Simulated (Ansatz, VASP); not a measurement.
**MgH2 in VASP and in Ansatz**

Contents of POSCAR:

```
MgH2
1.0
    4.4852620636      0.0000000000      0.0000000000
    0.0000000000      4.4852620636      0.0000000000
    0.0000000000      0.0000000000      2.9958896467
Mg H
2 4
Direct
    0.0000000000      0.0000000000      0.0000000000
    0.5000000000      0.5000000000      0.5000000000
    0.3046997464      0.3046997464      0.0000000000
    0.1953002536      0.8046997464      0.5000000000
    0.6953002536      0.6953002536      0.0000000000
    0.8046997464      0.1953002536      0.5000000000
```

Contents of INCAR.step1:

```
PREC = Accurate
ENCUT = 660
ISMEAR = 0
SIGMA = 0.01
LREAL = False
LASPH = True
NELM = 120
GGA = PE
ALGO = Normal
EDIFF = 1E-5
LWAVE = True
LCHARG = False
GGA_COMPAT = False
IBRION = 2
ISIF = 3
EDIFFG = -0.005
NELMIN = 4
NSW = 100
```

The input INCAR.step2:

```
PREC = Accurate
ENCUT = 660
EDIFF = 1E-7
ISMEAR = 0
SIGMA = 0.01
LREAL = False
LASPH = True
NELM = 120
ALGO = Normal
ISIF = 3
LWAVE = False
LCHARG = False
METAGGA = R2SCAN
LMIXTAU = True
IBRION = 2
NSW = 80
EDIFFG = -0.001
ISTART = 1
GGA_COMPAT = False
NELMIN = 4
```

The input KPOINTS:

```
regular mesh
0
Gamma
  6 6 8
```

Input for Ansatz:

```yaml
crystal:
  lattice:
    - [4.4852620636, 0.0, 0.0]
    - [0.0, 4.4852620636, 0.0]
    - [0.0, 0.0, 2.9958896467]
  atoms:
    - { symbol: Mg, position: [0.0, 0.0, 0.0] }
    - { symbol: Mg, position: [0.5, 0.5, 0.5] }
    - { symbol: H, position: [0.3046997464, 0.3046997464, 0.0] }
    - { symbol: H, position: [0.1953002536, 0.8046997464, 0.5] }
    - { symbol: H, position: [0.6953002536, 0.6953002536, 0.0] }
    - { symbol: H, position: [0.8046997464, 0.1953002536, 0.5] }
basis:
  ecutwfc: 500
kpoints:
  mp_grid: { grid: [6, 6, 8] }
hamiltonian:
  xc: r2scan
scf:
  occupations: { method: fixed }
output:
  forces: true
  stress: true
  eigenvalues: true
relax:
  adjacent_minimum: "off"
  f_tol: 0.001
  max_steps: 60
  cell: { stress_tol: 0.01 }
```

Alike in both runs: task relaxation of cell and atoms; functional r2SCAN; k mesh 6 × 6 × 8; no spin polarisation.

|  | VASP | Ansatz |
| --- | --- | --- |
| version | VASP 6.6.1 | Ansatz 0.2.0 |
| potentials or method | VASP PAW PBE potentials, release 64 (Mg, H), cutoff 660 eV | scalar-relativistic, plane waves, PAW |
| occupations | gaussian, width 0.01 eV | fixed |
| valence electrons in the cell | 8 | 24 |

VASP gave:

```
gap on the k mesh at the Fermi level, each at its own relaxed structure (eV) : 4.47
relaxed volume (Å³/atom)                                                     : 9.99
relaxed cell length with the largest relative difference (Å)                 : 2.991
```

Which values does Ansatz return?

gap on the k mesh at the Fermi level, each at its own relaxed structure (eV): 4.48; relaxed volume (Å³/atom): 10.04; relaxed cell length with the largest relative difference (Å): 2.996.

VASP's potentials were made for PBE, not for r2SCAN. VASP's potentials hold 8 valence electrons a cell and Ansatz's 24, so a difference there can come from the potentials and not from the codes.
